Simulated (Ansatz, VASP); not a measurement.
Two plane-wave programs on Mg3CdSe4

```xyz
8
Lattice="6.0367 0.0000 0.0000 0.0000 6.0367 0.0000 0.0000 0.0000 6.0367" Properties=species:S:1:pos:R:3 pbc="T T T"
Mg    0.0000    3.0183    3.0183
Mg    3.0183    0.0000    3.0183
Mg    3.0183    3.0183    0.0000
Cd    0.0000    0.0000    0.0000
Se    1.5462    1.5462    4.4905
Se    1.5462    4.4905    1.5462
Se    4.4905    1.5462    1.5462
Se    4.4905    4.4905    4.4905
```

Alike in both runs: functional PBE; k mesh 4 × 4 × 4; occupations gaussian, width 0.1 eV; no spin polarisation.

Ansatz relaxed the structure, and its values are those at the end. VASP's run is a single point on that final structure, the one shown.

|  | VASP | Ansatz |
| --- | --- | --- |
| version | VASP 6.6.1 | Ansatz 0.2.0 |
| potentials or method | VASP PAW PBE potentials, release 64 (Mg, Cd, Se), cutoff 520 eV | scalar-relativistic, plane waves, PAW |
| valence electrons in the cell | 42 | 114 |

|  | VASP | Ansatz | Ansatz less VASP |
| --- | --- | --- | --- |
| gap on the k mesh at the Fermi level (eV) | 1.94 | 1.94 | +0.004 |
| least direct gap on the mesh (eV) | 1.94 | 1.94 | +0.004 |
| pressure (GPa) | 0.2 | 0.2 | -0.03 |
| rms of the force components (eV/Å) | 0.001 | 0.011 | +0.0099 |

The functional is the same, so the differences come from potentials, cutoffs and numerics. VASP's potentials hold 42 valence electrons a cell and Ansatz's 114, so a difference there can come from the potentials and not from the codes.
